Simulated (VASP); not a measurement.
Runs of VASP 6.6.1 on KScBr4. The structure is that of space group F-43m (No. 216), or close to it. The cells are those of the table. 

| task | cell | k mesh | cutoff (eV) | gap on the mesh (eV) | pressure (GPa) | largest force (eV/Å) |
| --- | --- | --- | --- | --- | --- | --- |
| single point | a = 6.483 Å, angles 60.0°, 6 atoms | 8 × 8 × 8 | 520 | none | 0.0 | - |
| single point | a = 6.131 Å, angles 60.0°, 6 atoms | 4 × 4 × 4 | 520 | none | (a) | 0.14 |
| relaxation of cell and atoms | relaxed from a = 6.131 Å, angles 60.0°, 6 atoms | 4 × 4 × 4 | 600 | none | -0.1 | 0.01 |
| single point | a = 6.483 Å, angles 60.0°, 6 atoms | 4 × 4 × 4 | 520 | none | 0.0 | 0.01 |

Alike in all rows: level PBE; potentials or basis VASP PAW PBE potentials, release 64 (K_sv, Sc_sv, Br); no spin polarisation; smearing gaussian 0.1 eV.

Task: Estimate the missing entries.

Result: (a) 5.4.

A k mesh can miss the band edges, and the runs leave out spin-orbit coupling on Br.

A gap of «none» marks levels without a gap at the run's occupations.
